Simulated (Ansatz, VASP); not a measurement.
This is a calculation of SnSe2 for VASP 6.6.1.

Contents of POSCAR:

```
SnSe2
1.0
    3.8110000000      0.0000000000      0.0000000000
   -1.9055000000      3.3004228138      0.0000000000
    0.0000000000      0.0000000000      6.1360000000
Sn Se
1 2
Direct
    0.0000000000      0.0000000000      0.0000000000
    0.6666666667      0.3333333333      0.7510000000
    0.3333333333      0.6666666667      0.2490000000
```

Contents of INCAR.step1:

```
ALGO     = Normal         # electronic algorithm
EDIFF    = 1E-5           # SCF threshold, eV
ENCUT    = 400            # plane-wave cutoff, eV
GGA      = PE             # functional
GGA_COMPAT= F            
ISIF     = 2              # what is computed and relaxed
ISMEAR   = -1             # smearing method
LASPH    = T              # aspherical terms in the spheres
LCHARG   = F              # write CHGCAR
LREAL    = F              # projectors in reciprocal space
LWAVE    = T              # write WAVECAR
NBANDS   = 20             # bands
NELM     = 120            # most SCF steps
PREC     = Accurate       # precision mode
SIGMA    = 0.05           # smearing width, eV
```

File INCAR.step2:

```
AEXX     = 0.1            # exact-exchange fraction
ALGO     = Normal         # electronic algorithm
EDIFF    = 1E-6           # SCF threshold, eV
ENCUT    = 400            # plane-wave cutoff, eV
GGA      = PE             # functional
GGA_COMPAT= F            
HFSCREEN = 0.2078699      # screening, 1/A
ISIF     = 2              # what is computed and relaxed
ISMEAR   = -1             # smearing method
ISTART   = 1            
LASPH    = T              # aspherical terms in the spheres
LCHARG   = F              # write CHGCAR
LHFCALC  = T              # exact exchange
LREAL    = F              # projectors in reciprocal space
LWAVE    = F              # write WAVECAR
NBANDS   = 20             # bands
NELM     = 120            # most SCF steps
PREC     = Accurate       # precision mode
PRECFOCK = Normal       
SIGMA    = 0.05           # smearing width, eV
```

KPOINTS

```
k-points
0
Gamma
  5 5 3
```

Potentials or basis: VASP PAW PBE potentials, release 64 (Sn_d, Se).

Run with:

```console
$ cat potpaw_PBE.64/Sn_d/POTCAR potpaw_PBE.64/Se/POTCAR > POTCAR
$ cp INCAR.step1 INCAR
$ mpirun -np 1 vasp_std > vasp.out
$ cp INCAR.step2 INCAR
$ mpirun -np 1 vasp_std > vasp.out
```

Q: Translate it to Ansatz 0.2.0. Potentials there: Ansatz PAW.

A: As run (the cutoff follows the program's own potentials):

The input input.yaml:

```yaml
crystal:
  lattice:
    - [3.811, 0.0, 0.0]
    - [-1.9055, 3.3004228138, 0.0]
    - [0.0, 0.0, 6.136]
  atoms:
    - { symbol: Sn, position: [0.0, 0.0, 0.0] }
    - { symbol: Se, position: [0.6666666667, 0.3333333333, 0.751] }
    - { symbol: Se, position: [0.3333333333, 0.6666666667, 0.249] }
hamiltonian:
  xc:
    exchange: pbe
    correlation: pbe
    exx: { coeff: 0.1, omega: 0.2078699 }
  pseudopotentials: { kind: paw }
kpoints:
  mp_grid: { grid: [5, 5, 3] }
scf:
  occupations: { method: fermi_dirac, width: 0.05 }
output:
  forces: true
  stress: true
  eigenvalues: true
```

Potentials or basis: Ansatz PAW.

Launch:

```sh
$ ansatz run input.yaml --threads 2 --pin off --max-ram 5632MiB --backend cpu --events-out ev --progress --plain --runs-dir out
```

Both were run:

|  | VASP | Ansatz | Ansatz less VASP |
| --- | --- | --- | --- |
| gap on the k mesh at the Fermi level (eV) | 1.07 | 1.08 | +0.004 |
| least direct gap on the mesh (eV) | 1.40 | 1.42 | +0.011 |
| pressure (GPa) | 4.5 | 4.5 | +0.04 |
| traceless stress, the component that is largest in VASP (GPa) | 0.82 | 0.82 | +0.003 |
| rms of the force components (eV/Å) | 0.269 | 0.267 | -0.0024 |

VASP's potentials were made for PBE, not for PBE-based screened hybrid. Atom by atom the forces differ by 0.002 eV/Å (rms over components). VASP's potentials hold 26 valence electrons a cell and Ansatz's 46, so a difference there can come from the potentials and not from the codes.

Noted on Ansatz's run: odd divisions of the mesh miss points on the zone boundary, where band edges often lie, so the gap on the mesh can be too wide.
